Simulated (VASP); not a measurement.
# Si2W: single point with r2SCAN

Si2W:

```xyz
3
Lattice="-1.6069 1.6069 3.9150 1.6069 -1.6069 3.9150 1.6069 1.6069 -3.9150" Properties=species:S:1:pos:R:3 pbc="T T T"
W     0.0000    0.0000    0.0000
Si    0.0000    0.0000    5.2092
Si    0.0000    0.0000    2.6207
```

- Program: VASP 6.6.1
- Task: single point
- Functional: r2SCAN
- Potentials or basis: VASP PAW PBE potentials, release 64 (W_sv, Si)
- Cutoff: 520 eV
- k mesh: 7 × 7 × 7
- Occupations: fermi-dirac, width 0.05 eV
- Spin: no spin polarisation
- Dipole correction: no
- Further INCAR settings: ALGO = Normal; EDIFF = 1e-06; NBANDS = 18

| Property | Result |
| --- | --- |
| Pressure | -1.0 GPa |
| Largest force | 0.047 eV/Å |
| Band gap on the k mesh | zero (band 11 reaches 12.64 eV, above the bottom of band 12 at 11.61 eV) |

Forces on the atoms (eV/Å):
```
W    0.000  0.000  0.000
Si   0.000  0.000 -0.047
Si   0.000  0.000  0.047
```

Stress tensor (GPa, compression positive):
```
-0.37  0.00  0.00
 0.00 -0.37  0.00
 0.00  0.00 -2.13
```

Levels at points of the mesh, in eV from the Fermi level:
```
           k point  band 8  band 9  band 10  band 11  band 12  band 13  band 14  band 15
(0.00, 0.00, 0.00)   -3.31   -2.97    -2.97     0.67     3.08     3.24     3.27     3.27
```

Run time: 3.5 min on 1 thread of Intel Xeon 8259CL, on a shared host, peak memory 0.23 GiB.

Caveat: the k points lie up to 0.39 Å⁻¹ apart; the PAW data sets were made with another functional, which shifts forces and pressure a little; spin-orbit coupling is left out, which moves the levels of the heavy elements.
